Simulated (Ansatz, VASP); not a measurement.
Bi: VASP beside Ansatz

INCAR

```
  PREC = Accurate
  ENCUT = 500
  EDIFF = 1E-6
  ISMEAR = -1
  SIGMA = 0.1
  LREAL = F
  LASPH = T
  NELM = 120
  ALGO = Normal
  ISIF = 2
  LWAVE = F
  LCHARG = T
  LELF = T
  LVHAR = T
  NBANDS = 14
  GGA_COMPAT = F
```

File KPOINTS:

```
regular mesh
0
Gamma
  14 14 14
```

POSCAR

```
Bi
1.0
    0.0000000000      2.4538671174      2.4538671174
    2.4538671174      0.0000000000      2.4538671174
    2.4538671174      2.4538671174      0.0000000000
Bi
1
Direct
    0.0000000000      0.0000000000      0.0000000000
```

Input for Ansatz:

```yaml
crystal:
  lattice:
    - [0.0, 2.4538671174, 2.4538671174]
    - [2.4538671174, 0.0, 2.4538671174]
    - [2.4538671174, 2.4538671174, 0.0]
  atoms:
    - { symbol: Bi, position: [0.0, 0.0, 0.0] }
kpoints:
  mp_grid: { grid: [14, 14, 14] }
scf:
  occupations: { method: fermi_dirac, width: 0.1 }
hamiltonian:
  xc: lda
  pseudopotentials: { kind: all_electron, datasets: crystal }
output:
  forces: true
  stress: true
  eigenvalues: true
```

Change from the starting cell: volume scaled by 1, crystal datasets.

Alike in both runs: task single point; functional LDA; k mesh 14 × 14 × 14; occupations fermi-dirac, width 0.1 eV; no spin polarisation.

|  | VASP | Ansatz |
| --- | --- | --- |
| version | VASP 6.6.1 | Ansatz 0.2.0 |
| potentials or method | VASP PAW LDA potentials, release 64 (Bi_d), cutoff 500 eV | all-electron PAW with datasets made for the crystal, scalar-relativistic |

|  | VASP | Ansatz | Ansatz less VASP |
| --- | --- | --- | --- |
| pressure (GPa) | 0.1 | 0.0 | -0.13 |

LDA's correlation is that of Perdew and Zunger in VASP and of Perdew and Wang (1992) in Ansatz. Ansatz ran all-electron here, and VASP with PAW potentials.

Spin-orbit coupling is off throughout.
